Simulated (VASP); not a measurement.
# TiB (P6_3/mmc) in VASP: single point with PBEsol

Aim: the single point of TiB with PBEsol.

All numbers are computed with VASP 6.6.1; they aren't measurements. Logs are shortened: lines on timing, memory, paths and dates and some standing lists are left out, and cuts for length are marked.

## (1) The cell of the first run

The structure is hexagonal, space group P6_3/mmc (No. 194). The conventional cell has a = 3.830 Å, b = 3.830 Å, c = 4.413 Å, α = 90.00°, β = 90.00°, γ = 120.00°. Within 2.9 Å of Ti (site symmetry -6m2) lie 5 B at 2.21 Å. Within 2.9 Å of B (site symmetry -6m2) lie 5 Ti at 2.21 Å.

## (2) Single point, PBEsol

INCAR reads:

```
SYSTEM = TiB
PREC = Accurate
ENCUT = 500
EDIFF = 1E-6
ISMEAR = 0
SIGMA = 0.1
LREAL = .FALSE.
LASPH = .TRUE.
NELM = 120
ALGO = Normal
ISIF = 2
LWAVE = .FALSE.
LCHARG = .FALSE.
GGA = PS
NBANDS = 23
GGA_COMPAT = .FALSE.
```

KPOINTS reads:

```
regular mesh
0
G
  21 21 20
  0 0 0
```

POSCAR reads:

```
TiB
1.0
    3.8296272382     -0.0000003720      0.0000000000
   -1.9148132969      3.3165546613      0.0000000000
    0.0000000000      0.0000000000      4.4130418007
Ti B
2 2
Direct
    0.0000000000      0.0000000000     -0.0625000000
    0.3333333333      0.6666666667      0.4375000000
    0.0000000000      0.0000000000      0.4375000000
    0.3333333333      0.6666666667      0.9375000000
```

Potentials or basis: VASP PAW PBE potentials, release 64 (Ti_sv, B).

The run is started by

```
> cat potpaw_PBE.64/Ti_sv/POTCAR potpaw_PBE.64/B/POTCAR > POTCAR
> mpirun -np 1 vasp_std > vasp.out
```

OUTCAR:

```text
SYSTEM = TiB
   PREC = Accurate
   ENCUT = 500
   EDIFF = 1E-6
   ISMEAR = 0
   LREAL = .FALSE.
   LASPH = .TRUE.
   NELM = 120
   ISIF = 2
   GGA = PS

 ion  position               nearest neighbor table
   1  0.000  0.000  0.938-   3 2.21   3 2.21   4 2.21   4 2.21   4 2.21
   2  0.333  0.667  0.438-   4 2.21   4 2.21   3 2.21   3 2.21   3 2.21
   3  0.000  0.000  0.438-   1 2.21   1 2.21   2 2.21   2 2.21   2 2.21
   4  0.333  0.667  0.938-   2 2.21   2 2.21   1 2.21   1 2.21   1 2.21

  LATTYP: Found a hexagonal cell.
 ALAT       =     3.8296272382
 C/A-ratio  =     1.1523423890

  Lattice vectors:

 A1 = (   3.8296272382,  -0.0000003720,   0.0000000000)
 A2 = (  -1.9148132969,   3.3165546613,   0.0000000000)
 A3 = (   0.0000000000,   0.0000000000,   4.4130418007)

Analysis of symmetry for initial positions (statically):
=====================================================================
 Subroutine PRICEL returns:
 Original cell was already a primitive cell.

 Routine SETGRP: Setting up the symmetry group for a
 hexagonal supercell.

 Subroutine GETGRP returns: Found 24 space group operations
 (whereof  6 operations were pure point group operations)
 out of a pool of 24 trial point group operations.

The static configuration has the point symmetry C_3v.
 The point group associated with its full space group is D_6h.

Analysis of symmetry for dynamics (positions and initial velocities):
=====================================================================
 Subroutine PRICEL returns:
 Original cell was already a primitive cell.

 Routine SETGRP: Setting up the symmetry group for a
 hexagonal supercell.

 Subroutine GETGRP returns: Found 24 space group operations
 (whereof  6 operations were pure point group operations)
 out of a pool of 24 trial point group operations.

The dynamic configuration has the point symmetry C_3v.
 The point group associated with its full space group is D_6h.

 Subroutine INISYM returns: Found 24 space group operations
 (whereof  6 operations are pure point group operations),
 and found     1 'primitive' translations

----------------------------------------------------------------------------------------

                                     Primitive cell

  volume of cell :      56.0508

  direct lattice vectors                    reciprocal lattice vectors
     3.829627238 -0.000000372  0.000000000     0.261122035  0.150758843  0.000000000
    -1.914813297  3.316554661  0.000000000     0.000000029  0.301517737  0.000000000
     0.000000000  0.000000000  4.413041801     0.000000000  0.000000000  0.226601071

  length of vectors
     3.829627238  3.829627238  4.413041801     0.301517737  0.301517737  0.226601071

  position of ions in fractional coordinates (direct lattice)
     0.000000000  0.000000000  0.937500000
     0.333333333  0.666666667  0.437500000
     0.000000000  0.000000000  0.437500000
     0.333333333  0.666666667  0.937500000

  ion indices of the primitive-cell ions
   primitive index   ion index
                 1           1
                 2           2
                 3           3
                 4           4

----------------------------------------------------------------------------------------

 KPOINTS: regular mesh

Automatic generation of k-mesh.
 Grid dimensions read from file:
 generate k-points for:   21   21   20

 Generating k-lattice:

  Cartesian coordinates                     Fractional coordinates (reciprocal lattice)
     0.012434383  0.007178993  0.000000000     0.047619048  0.000000000  0.000000000
     0.000000001  0.014357987  0.000000000     0.000000000  0.047619048  0.000000000
     0.000000000  0.000000000  0.011330054     0.000000000  0.000000000  0.050000000

  Length of vectors
     0.014357987  0.014357987  0.011330054

  Shift w.r.t. Gamma in fractional coordinates (k-lattice)
     0.000000000  0.000000000  0.000000000

 Subroutine IBZKPT returns following result:
 ===========================================

 Found    528 irreducible k-points:

 Following reciprocal coordinates:
            Coordinates               Weight
  0.000000  0.000000  0.000000      1.000000
  0.047619 -0.000000  0.000000      6.000000
  0.095238 -0.000000  0.000000      6.000000
  0.142857 -0.000000  0.000000      6.000000
  0.190476 -0.000000  0.000000      6.000000
  0.238095 -0.000000  0.000000      6.000000
[... 16 lines left out ...]
  0.142857  0.095238  0.000000     12.000000
  0.190476  0.095238  0.000000     12.000000
 [... further k-points ...]
   k-points           NKPTS =    528   k-points in BZ     NKDIM =    528   number of bands    NBANDS=     23
   number of dos      NEDOS =    301   number of ions     NIONS =      4
   total plane-waves  NPLWV =  25088
   dimension x,y,z NGX =    28 NGY =   28 NGZ =   32
   dimension x,y,z NGXF=    56 NGYF=   56 NGZF=   64
   ions per type =               2   2
   NGX,Y,Z   is equivalent  to a cutoff of  12.15, 12.15, 12.05 a.u.
   NGXF,Y,Z  is equivalent  to a cutoff of  24.31, 24.31, 24.11 a.u.
 SYSTEM =  TiB
   PREC   = accura    normal or accurate (medium, high low for compatibility)
   ISTART =      0    job   : 0-new  1-cont  2-samecut
   ICHARG =      2    charge: 1-file 2-atom 10-const
   ISPIN  =      1    spin polarized calculation?
   LNONCOLLINEAR =      F non collinear calculations
   LSORBIT =      F    spin-orbit coupling
   LASPH  =      T    aspherical Exc in radial PAW
   ENCUT  =  500.0 eV  36.75 Ry    6.06 a.u.   6.98  6.98  8.05*2*pi/ulx,y,z
   NELM   =    120;   NELMIN=  2; NELMDL= -5     # of ELM steps
   EDIFF  = 0.1E-05   stopping-criterion for ELM
   LREAL  =      F    real-space projection
   EDIFFG = 0.1E-04   stopping-criterion for IOM
   NSW    =      0    number of steps for IOM
   IBRION =     -1    ionic relax: 0-MD 1-quasi-New 2-CG
   NFREE  =      0    steps in history (QN), initial steepest desc. (CG)
   ISIF   =      2    stress and relaxation
   ISYM   =      2    0-nonsym 1-usesym 2-fastsym
   POTIM  = 0.5000    time-step for ionic-motion
   TEBEG  =    0.0;   TEEND  =   0.0 temperature during run
   PSTRESS=    0.0 pullay stress
   NELECT =      30.0000    total number of electrons
   NUPDOWN=      -1.0000    fix difference up-down
   EMIN   =  10.00;   EMAX   =-10.00  energy-range for DOS
   EFERMI =   0.00;   METHOD = LEGACY
   ISMEAR =     0;   SIGMA  =   0.10  broadening in eV -4-tet -1-fermi 0-gaus
   EFERMI_NEDOS =   21; number of points for ismear=-14 and -15
   IALGO  =     38    algorithm
   IMIX   =      4    mixing-type and parameters
     AMIX     =   0.40;   BMIX     =  1.00
     AMIX_MAG =   1.60;   BMIX_MAG =  1.00
  volume/ion in A,a.u.               =      14.01        94.56
  Fermi-wavevector in a.u.,A,eV,Ry     =   1.329193  2.511810 24.038145  1.766754
  Thomas-Fermi vector in A             =   2.458374
   LORBIT       =      0    0 simple, 1 ext, 2 COOP (PROOUT), +10 PAW based schemes
   GGA     = PS    functional components
   LHFCALC =     F    Hartree Fock is set to
   AEXX    =    0.0000 exact exchange contribution
   IVDW    =     0    specifies the selected vdW correction
   LEPSILON=     F    determine dielectric tensor
   LRPA    =     F    only Hartree local field effects (RPA)
 non-spin polarized calculation
 Gauss-broadening in eV      SIGMA  =   0.10
  energy-cutoff  :      500.00
  volume of cell :       56.05
 maximum number of plane-waves:      1442
 NGX is ok and might be reduce to    28
   NGX = 13   NGY = 13   NGZ = 17

 number of electron      30.0000004 magnetization

 Free energy of the ion-electron system (eV)
  ---------------------------------------------------
  ext. energy  EPLUGINS =         0.00000000
  ---------------------------------------------------
  free energy    TOTEN  =       -29.67713132 eV

  energy without entropy =      -29.65463733  energy(sigma->0) =      -29.66588433

 E-fermi :   4.9531     XC(G=0): -10.9446

 val. band max:        4.9513334900   @ k =   0.2857   0.1429   0.3000
 cond. band min:       4.9535813000   @ k =   0.4286   0.0952   0.3500
 fundamental gap:      0.0022478100
 Fermi energy:         4.9531147744

 k-point     1 :       0.0000    0.0000    0.0000
  band No.  band energies     occupation
      1     -50.7543      2.00000
      2     -50.6976      2.00000
      3     -27.1803      2.00000
      4     -27.1667      2.00000
      5     -27.1667      2.00000
      6     -27.0589      2.00000
[... 15 lines left out ...]
     22      11.5118      0.00000
     23      11.5118      0.00000

 k-point     2 :       0.0476   -0.0000    0.0000
  band No.  band energies     occupation
      1     -50.7540      2.00000
      2     -50.6978      2.00000
      3     -27.1789      2.00000
      4     -27.1675      2.00000
      5     -27.1672      2.00000
      6     -27.0602      2.00000
[... 15 lines left out ...]
     22      11.3869      0.00000
     23      11.4225      0.00000

 k-point     3 :       0.0952   -0.0000    0.0000
  band No.  band energies     occupation
      1     -50.7530      2.00000
      2     -50.6985      2.00000
      3     -27.1747      2.00000
      4     -27.1695      2.00000
      5     -27.1687      2.00000
      6     -27.0637      2.00000
[... 15 lines left out ...]
     22      11.0493      0.00000
     23      11.1756      0.00000

 k-point     4 :       0.1429   -0.0000    0.0000
  band No.  band energies     occupation
      1     -50.7514      2.00000
      2     -50.6997      2.00000
      3     -27.1727      2.00000
      4     -27.1709      2.00000
      5     -27.1678      2.00000
      6     -27.0692      2.00000
[... 15 lines left out ...]
     22      10.5779      0.00000
     23      10.8168      0.00000

 k-point     5 :       0.1905   -0.0000    0.0000
  band No.  band energies     occupation
      1     -50.7493      2.00000
      2     -50.7012      2.00000
      3     -27.1766      2.00000
      4     -27.1737      2.00000
      5     -27.1585      2.00000
      6     -27.0762      2.00000
[... 15 lines left out ...]
     22      10.0507      0.00000
     23      10.3906      0.00000

 k-point     6 :       0.2381   -0.0000    0.0000
  band No.  band energies     occupation
      1     -50.7467      2.00000
      2     -50.7032      2.00000
      3     -27.1809      2.00000
      4     -27.1768      2.00000
      5     -27.1472      2.00000
      6     -27.0842      2.00000
[... 15 lines left out ...]
     22       9.9299      0.00000
     23      10.0228      0.00000

 k-point     7 :       0.2857   -0.0000    0.0000
  band No.  band energies     occupation
      1     -50.7438      2.00000
      2     -50.7054      2.00000
      3     -27.1852      2.00000
      4     -27.1800      2.00000
      5     -27.1342      2.00000
      6     -27.0923      2.00000
[... 353 lines left out ...]
     22       9.6608      0.00000
     23       9.8911      0.00000

 k-point    21 :       0.4762    0.0476    0.0000
  band No.  band energies     occupation
      1     -50.7329      2.00000
      2     -50.7145      2.00000
      3     -27.1996      2.00000
      4     -27.1840      2.00000
      5     -27.1143      2.00000
      6     -27.0853      2.00000
[... 15 lines left out ...]
     22       9.7727      0.00000
     23       9.8431      0.00000

 k-point    22 :       0.0952    0.0952    0.0000
  band No.  band energies     occupation
      1     -50.7505      2.00000
      2     -50.7003      2.00000
      3     -27.1754      2.00000
      4     -27.1712      2.00000
      5     -27.1638      2.00000
      6     -27.0721      2.00000
[... 15 lines left out ...]
     22      10.3932      0.00000
     23      10.5388      0.00000

 k-point    23 :       0.1429    0.0952    0.0000
  band No.  band energies     occupation
      1     -50.7484      2.00000
      2     -50.7019      2.00000
      3     -27.1800      2.00000
      4     -27.1728      2.00000
      5     -27.1546      2.00000
      6     -27.0788      2.00000
[... 15 lines left out ...]
     22       9.9834      0.00000
     23      10.1022      0.00000

 k-point    24 :       0.1905    0.0952    0.0000
  band No.  band energies     occupation
      1     -50.7459      2.00000
      2     -50.7038      2.00000
      3     -27.1853      2.00000
      4     -27.1744      2.00000
      5     -27.1434      2.00000
      6     -27.0863      2.00000
[... 15 lines left out ...]
     22       9.6599      0.00000
     23      10.0438      0.00000

 [... further k-points ...]

------------------------ aborting loop because EDIFF is reached ----------------------------------------

  FORCE on cell =-STRESS in cart. coord.  units (eV):
  Direction    XX          YY          ZZ          XY          YZ          ZX
  --------------------------------------------------------------------------------------
  -------------------------------------------------------------------------------------
  Total        0.0149054      0.0149054      0.0112952      0.0000000     -0.0000000     -0.0000000
  in kB        0.4260617      0.4260617      0.3228659      0.0000000     -0.0000000     -0.0000000
  external PRESSURE =       0.3916631 kB  Pullay stress =       0.0000000 kB

 VOLUME and BASIS-vectors are now :
 -----------------------------------------------------------------------------
  energy-cutoff  :      500.00
  volume of cell :       56.05
      direct lattice vectors                 reciprocal lattice vectors
     3.829627238 -0.000000372  0.000000000     0.261122035  0.150758843  0.000000000
    -1.914813297  3.316554661  0.000000000     0.000000029  0.301517737  0.000000000
     0.000000000  0.000000000  4.413041801     0.000000000  0.000000000  0.226601071

 POSITION                                       TOTAL-FORCE (eV/Angst)
 -----------------------------------------------------------------------------------
      0.00000      0.00000      4.13723         0.000000      0.000000      0.000000
      0.00000      2.21104      1.93071        -0.000000      0.000000     -0.000000
      0.00000      0.00000      1.93071        -0.000000      0.000000     -0.000000
      0.00000      2.21104      4.13723         0.000000     -0.000000     -0.000000
 -----------------------------------------------------------------------------------
    total drift:                                0.000000     -0.000000     -0.000000

  FREE ENERGIE OF THE ION-ELECTRON SYSTEM (eV)
  ---------------------------------------------------
  free  energy   TOTEN  =       -29.6771313243 eV

  energy  without entropy=      -29.6546373287  energy(sigma->0) =      -29.66588433
```

Wall time 7.8 min (1 thread of Intel Xeon 8259CL, shared host); peak memory 0.6 GiB.

Results:

```yaml
Free_energy: -29.6771 eV
Pressure: 0.0 GPa
Band_gap_on_the_k_mesh: zero (bands 15 and 16 overlap by 1.46 eV)
```

Levels at points of the mesh, in eV from the Fermi level:
```tsv
k point	band 12	band 13	band 14	band 15	band 16	band 17	band 18	band 19
(0.00, 0.00, 0.00)	-0.85	-0.79	-0.71	-0.71	1.23	1.23	2.24	3.22
(0.00, 0.00, 0.50)	-1.29	-1.29	-1.29	-1.04	-1.04	3.05	3.05	3.05
```

Caveat: the PAW data sets were made with another functional, which shifts forces and pressure a little.
